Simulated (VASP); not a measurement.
# Cu (Fm-3m) in VASP: single point with LDA

Aim: the single point of Cu with LDA.

Program: VASP 6.6.1. These are calculated values, not measurements. Logs are shortened: lines on timing, memory, paths and dates and some standing lists are left out, and cuts for length are marked.

### Step 1. The cell of the first run

The structure is cubic, space group Fm-3m (No. 225). Conventional cell: a = 3.518 Å, b = 3.518 Å, c = 3.518 Å, α = 90.00°, β = 90.00°, γ = 90.00°. Within 3.3 Å of Cu (site symmetry m-3m) lie 12 Cu at 2.49 Å.

### Step 2. Single point, LDA

Contents of INCAR:

```
SYSTEM = Cu
PREC = Accurate
ENCUT = 820
EDIFF = 1E-6
ISMEAR = 0
SIGMA = 0.1
LREAL = .FALSE.
LASPH = .TRUE.
NELM = 120
ALGO = Normal
ISIF = 2
LWAVE = .FALSE.
LCHARG = .TRUE.
LELF = .TRUE.
LVHAR = .TRUE.
NBANDS = 16
GGA_COMPAT = .FALSE.
```

Contents of KPOINTS:

```
Automatic mesh
0
G
  20 20 20
  0 0 0
```

Contents of POSCAR:

```
Cu
1.0
    0.0000000000      1.7589678683      1.7589678683
    1.7589678683      0.0000000000      1.7589678683
    1.7589678683      1.7589678683      0.0000000000
Cu
1
Direct
    0.0000000000      0.0000000000      0.0000000000
```

Potentials or basis: VASP PAW LDA potentials, release 64 (Cu_sv_GW).

Launch:

```
$ cat potpaw_LDA.64/Cu_sv_GW/POTCAR > POTCAR
$ mpirun -np 1 vasp_std > vasp.out
```

OUTCAR:

```text
SYSTEM = Cu
   PREC = Accurate
   ENCUT = 820
   EDIFF = 1E-6
   ISMEAR = 0
   LREAL = .FALSE.
   LASPH = .TRUE.
   NELM = 120
   ISIF = 2

 ion  position               nearest neighbor table
   1  0.000  0.000  0.000-

  LATTYP: Found a face centered cubic cell.
 ALAT       =     3.5179357366

  Lattice vectors:

 A1 = (   0.0000000000,   1.7589678683,   1.7589678683)
 A2 = (   1.7589678683,   0.0000000000,   1.7589678683)
 A3 = (   1.7589678683,   1.7589678683,   0.0000000000)

Analysis of symmetry for initial positions (statically):
=====================================================================
 Subroutine PRICEL returns:
 Original cell was already a primitive cell.

 Routine SETGRP: Setting up the symmetry group for a
 face centered cubic supercell.

 Subroutine GETGRP returns: Found 48 space group operations
 (whereof 48 operations were pure point group operations)
 out of a pool of 48 trial point group operations.

The static configuration has the point symmetry O_h .

Analysis of symmetry for dynamics (positions and initial velocities):
=====================================================================
 Subroutine PRICEL returns:
 Original cell was already a primitive cell.

 Routine SETGRP: Setting up the symmetry group for a
 face centered cubic supercell.

 Subroutine GETGRP returns: Found 48 space group operations
 (whereof 48 operations were pure point group operations)
 out of a pool of 48 trial point group operations.

The dynamic configuration has the point symmetry O_h .

 Subroutine INISYM returns: Found 48 space group operations
 (whereof 48 operations are pure point group operations),
 and found     1 'primitive' translations

----------------------------------------------------------------------------------------

                                     Primitive cell

  volume of cell :      10.8844

  direct lattice vectors                    reciprocal lattice vectors
     0.000000000  1.758967868  1.758967868    -0.284257609  0.284257609  0.284257609
     1.758967868  0.000000000  1.758967868     0.284257609 -0.284257609  0.284257609
     1.758967868  1.758967868  0.000000000     0.284257609  0.284257609 -0.284257609

  length of vectors
     2.487556215  2.487556215  2.487556215     0.492348621  0.492348621  0.492348621

  position of ions in fractional coordinates (direct lattice)
     0.000000000  0.000000000  0.000000000

  ion indices of the primitive-cell ions
   primitive index   ion index
                 1           1

----------------------------------------------------------------------------------------

 KPOINTS: Automatic mesh

Automatic generation of k-mesh.
 Grid dimensions read from file:
 generate k-points for:   20   20   20

 Generating k-lattice:

  Cartesian coordinates                     Fractional coordinates (reciprocal lattice)
    -0.014212880  0.014212880  0.014212880     0.050000000  0.000000000  0.000000000
     0.014212880 -0.014212880  0.014212880     0.000000000  0.050000000  0.000000000
     0.014212880  0.014212880 -0.014212880     0.000000000  0.000000000  0.050000000

  Length of vectors
     0.024617431  0.024617431  0.024617431

  Shift w.r.t. Gamma in fractional coordinates (k-lattice)
     0.000000000  0.000000000  0.000000000

 Subroutine IBZKPT returns following result:
 ===========================================

 Found    256 irreducible k-points:

 Following reciprocal coordinates:
            Coordinates               Weight
  0.000000  0.000000  0.000000      1.000000
  0.050000  0.000000  0.000000      8.000000
  0.100000  0.000000  0.000000      8.000000
  0.150000  0.000000  0.000000      8.000000
  0.200000  0.000000  0.000000      8.000000
  0.250000  0.000000  0.000000      8.000000
[... 16 lines left out ...]
 -0.400000  0.050000  0.000000     24.000000
 -0.350000  0.050000  0.000000     24.000000
 [... further k-points ...]
   k-points           NKPTS =    256   k-points in BZ     NKDIM =    256   number of bands    NBANDS=     16
   number of dos      NEDOS =    301   number of ions     NIONS =      1
   total plane-waves  NPLWV =  13824
   dimension x,y,z NGX =    24 NGY =   24 NGZ =   24
   dimension x,y,z NGXF=    48 NGYF=   48 NGZF=   48
   ions per type =               1
   NGX,Y,Z   is equivalent  to a cutoff of  16.04, 16.04, 16.04 a.u.
   NGXF,Y,Z  is equivalent  to a cutoff of  32.08, 32.08, 32.08 a.u.
 SYSTEM =  Cu
   PREC   = accura    normal or accurate (medium, high low for compatibility)
   ISTART =      0    job   : 0-new  1-cont  2-samecut
   ICHARG =      2    charge: 1-file 2-atom 10-const
   ISPIN  =      1    spin polarized calculation?
   LNONCOLLINEAR =      F non collinear calculations
   LSORBIT =      F    spin-orbit coupling
   LASPH  =      T    aspherical Exc in radial PAW
   ENCUT  =  820.0 eV  60.27 Ry    7.76 a.u.   5.81  5.81  5.81*2*pi/ulx,y,z
   NELM   =    120;   NELMIN=  2; NELMDL= -5     # of ELM steps
   EDIFF  = 0.1E-05   stopping-criterion for ELM
   LREAL  =      F    real-space projection
   EDIFFG = 0.1E-04   stopping-criterion for IOM
   NSW    =      0    number of steps for IOM
   IBRION =     -1    ionic relax: 0-MD 1-quasi-New 2-CG
   NFREE  =      0    steps in history (QN), initial steepest desc. (CG)
   ISIF   =      2    stress and relaxation
   ISYM   =      2    0-nonsym 1-usesym 2-fastsym
   POTIM  = 0.5000    time-step for ionic-motion
   TEBEG  =    0.0;   TEEND  =   0.0 temperature during run
   PSTRESS=    0.0 pullay stress
   NELECT =      19.0000    total number of electrons
   NUPDOWN=      -1.0000    fix difference up-down
   EMIN   =  10.00;   EMAX   =-10.00  energy-range for DOS
   EFERMI =   0.00;   METHOD = LEGACY
   ISMEAR =     0;   SIGMA  =   0.10  broadening in eV -4-tet -1-fermi 0-gaus
   EFERMI_NEDOS =   21; number of points for ismear=-14 and -15
   IALGO  =     38    algorithm
   IMIX   =      4    mixing-type and parameters
     AMIX     =   0.40;   BMIX     =  1.00
     AMIX_MAG =   1.60;   BMIX_MAG =  1.00
  volume/ion in A,a.u.               =      10.88        73.45
  Fermi-wavevector in a.u.,A,eV,Ry     =   1.971173  3.724977 52.865762  3.885524
  Thomas-Fermi vector in A             =   2.993755
   LORBIT       =      0    0 simple, 1 ext, 2 COOP (PROOUT), +10 PAW based schemes
   GGA     = CA    functional components
   LHFCALC =     F    Hartree Fock is set to
   AEXX    =    0.0000 exact exchange contribution
   IVDW    =     0    specifies the selected vdW correction
   LEPSILON=     F    determine dielectric tensor
   LRPA    =     F    only Hartree local field effects (RPA)
 non-spin polarized calculation
 Gauss-broadening in eV      SIGMA  =   0.10
  energy-cutoff  :      820.00
  volume of cell :       10.88
 maximum number of plane-waves:       604
   NGX = 11   NGY = 11   NGZ = 11

 number of electron      18.9999999 magnetization

 Free energy of the ion-electron system (eV)
  ---------------------------------------------------
  ext. energy  EPLUGINS =         0.00000000
  ---------------------------------------------------
  free energy    TOTEN  =        -4.86207322 eV

  energy without entropy =       -4.86078369  energy(sigma->0) =       -4.86142846

 E-fermi :   8.2228     XC(G=0): -14.3612

 val. band max:        8.1738209878   @ k =   0.5000   0.3000   0.1500
 cond. band min:       8.2270938194   @ k =  -0.4500   0.1000   0.0000
 fundamental gap:      0.0532728316
 Fermi energy:         8.2228203701

 k-point     1 :       0.0000    0.0000    0.0000
  band No.  band energies     occupation
      1    -103.4627      2.00000
      2     -61.3381      2.00000
      3     -61.3381      2.00000
      4     -61.3381      2.00000
      5      -1.8048      2.00000
      6       4.9289      2.00000
[... 8 lines left out ...]
     15      37.2073      0.00000
     16      37.2073      0.00000

 k-point     2 :       0.0500    0.0000    0.0000
  band No.  band energies     occupation
      1    -103.4624      2.00000
      2     -61.3422      2.00000
      3     -61.3390      2.00000
      4     -61.3390      2.00000
      5      -1.7080      2.00000
      6       4.9061      2.00000
[... 8 lines left out ...]
     15      37.6526      0.00000
     16      37.6526      0.00000

 k-point     3 :       0.1000    0.0000    0.0000
  band No.  band energies     occupation
      1    -103.4609      2.00000
      2     -61.3532      2.00000
      3     -61.3406      2.00000
      4     -61.3406      2.00000
      5      -1.4203      2.00000
      6       4.8429      2.00000
[... 8 lines left out ...]
     15      38.6112      0.00000
     16      38.6112      0.00000

 k-point     4 :       0.1500    0.0000    0.0000
  band No.  band energies     occupation
      1    -103.4585      2.00000
      2     -61.3701      2.00000
      3     -61.3433      2.00000
      4     -61.3433      2.00000
      5      -0.9513      2.00000
      6       4.7549      2.00000
[... 8 lines left out ...]
     15      39.1446      0.00000
     16      39.5017      0.00000

 k-point     5 :       0.2000    0.0000    0.0000
  band No.  band energies     occupation
      1    -103.4555      2.00000
      2     -61.3917      2.00000
      3     -61.3464      2.00000
      4     -61.3464      2.00000
      5      -0.3209      2.00000
      6       4.6694      2.00000
[... 8 lines left out ...]
     15      39.1715      0.00000
     16      39.1736      0.00000

 k-point     6 :       0.2500    0.0000    0.0000
  band No.  band energies     occupation
      1    -103.4520      2.00000
      2     -61.4152      2.00000
      3     -61.3499      2.00000
      4     -61.3499      2.00000
      5       0.4320      2.00000
      6       4.6307      2.00000
[... 8 lines left out ...]
     15      38.0073      0.00000
     16      38.0073      0.00000

 k-point     7 :       0.3000    0.0000    0.0000
  band No.  band energies     occupation
      1    -103.4486      2.00000
      2     -61.4387      2.00000
      3     -61.3533      2.00000
      4     -61.3533      2.00000
      5       1.2280      2.00000
      6       4.7159      2.00000
[... 8 lines left out ...]
     15      36.8406      0.00000
     16      36.8406      0.00000

 k-point     8 :       0.3500    0.0000    0.0000
  band No.  band energies     occupation
      1    -103.4458      2.00000
      2     -61.4603      2.00000
      3     -61.3567      2.00000
      4     -61.3567      2.00000
      5       1.9224      2.00000
      6       5.0040      2.00000
[... 8 lines left out ...]
     15      35.8489      0.00000
     16      35.8489      0.00000

 k-point     9 :       0.4000    0.0000    0.0000
  band No.  band energies     occupation
      1    -103.4433      2.00000
      2     -61.4770      2.00000
      3     -61.3593      2.00000
      4     -61.3593      2.00000
      5       2.3673      2.00000
      6       4.9472      2.00000
[... 8 lines left out ...]
     15      35.0943      0.00000
     16      35.0943      0.00000
[... 172 lines left out ...]
 k-point    19 :       0.4000    0.0500    0.0000
  band No.  band energies     occupation
      1    -103.4438      2.00000
      2     -61.4713      2.00000
      3     -61.3607      2.00000
      4     -61.3594      2.00000
      5       2.3122      2.00000
      6       4.9268      2.00000
[... 8 lines left out ...]
     15      35.4635      0.00000
     16      36.6872      0.00000

 k-point    20 :       0.4500    0.0500    0.0000
  band No.  band energies     occupation
      1    -103.4419      2.00000
      2     -61.4839      2.00000
      3     -61.3621      2.00000
      4     -61.3620      2.00000
      5       2.5796      2.00000
      6       4.8788      2.00000
[... 8 lines left out ...]
     15      35.4286      0.00000
     16      35.9332      0.00000

 k-point    21 :       0.5000    0.0500    0.0000
  band No.  band energies     occupation
      1    -103.4409      2.00000
      2     -61.4894      2.00000
      3     -61.3636      2.00000
      4     -61.3622      2.00000
      5       2.6719      2.00000
      6       4.8581      2.00000
[... 8 lines left out ...]
     15      35.3565      0.00000
     16      35.5491      0.00000

 k-point    22 :      -0.4500    0.0500    0.0000
  band No.  band energies     occupation
      1    -103.4411      2.00000
      2     -61.4883      2.00000
      3     -61.3642      2.00000
      4     -61.3613      2.00000
      5       2.6552      2.00000
      6       4.8672      2.00000
[... 8 lines left out ...]
     15      34.9635      0.00000
     16      35.8195      0.00000

 k-point    23 :      -0.4000    0.0500    0.0000
  band No.  band energies     occupation
      1    -103.4424      2.00000
      2     -61.4803      2.00000
      3     -61.3635      2.00000
      4     -61.3594      2.00000
      5       2.5159      2.00000
      6       4.9042      2.00000
[... 8 lines left out ...]
     15      34.7724      0.00000
     16      36.2186      0.00000

 k-point    24 :      -0.3500    0.0500    0.0000
  band No.  band energies     occupation
      1    -103.4445      2.00000
      2     -61.4656      2.00000
      3     -61.3616      2.00000
      4     -61.3566      2.00000
      5       2.1672      2.00000
      6       4.9624      2.00000
[... 8 lines left out ...]
     15      34.8432      0.00000
     16      36.6983      0.00000

 [... further k-points ...]

------------------------ aborting loop because EDIFF is reached ----------------------------------------

  FORCE on cell =-STRESS in cart. coord.  units (eV):
  Direction    XX          YY          ZZ          XY          YZ          ZX
  --------------------------------------------------------------------------------------
  -------------------------------------------------------------------------------------
  Total       -0.0481918     -0.0481918     -0.0481918      0.0000000      0.0000000      0.0000000
  in kB       -7.0938194     -7.0938194     -7.0938194      0.0000000      0.0000000      0.0000000
  external PRESSURE =      -7.0938194 kB  Pullay stress =       0.0000000 kB

 VOLUME and BASIS-vectors are now :
 -----------------------------------------------------------------------------
  energy-cutoff  :      820.00
  volume of cell :       10.88
      direct lattice vectors                 reciprocal lattice vectors
     0.000000000  1.758967868  1.758967868    -0.284257609  0.284257609  0.284257609
     1.758967868  0.000000000  1.758967868     0.284257609 -0.284257609  0.284257609
     1.758967868  1.758967868  0.000000000     0.284257609  0.284257609 -0.284257609

 POSITION                                       TOTAL-FORCE (eV/Angst)
 -----------------------------------------------------------------------------------
      0.00000      0.00000      0.00000         0.000000     -0.000000      0.000000
 -----------------------------------------------------------------------------------
    total drift:                               -0.000000      0.000000      0.000000

  FREE ENERGIE OF THE ION-ELECTRON SYSTEM (eV)
  ---------------------------------------------------
  free  energy   TOTEN  =        -4.8620732250 eV

  energy  without entropy=       -4.8607836889  energy(sigma->0) =       -4.86142846
```

Run time: 84 s. Hardware: 1 thread of AMD EPYC 7R43 (Zen 3), shared host; peak memory 0.19 GiB.

Results:

```
Free energy            : -4.8621 eV
Pressure               : -0.7 GPa
Band gap on the k mesh : zero (an odd number of electrons rules out a gap without spin polarisation)
```

The gap in the log of VASP goes by the Fermi energy; the results here count the filled bands.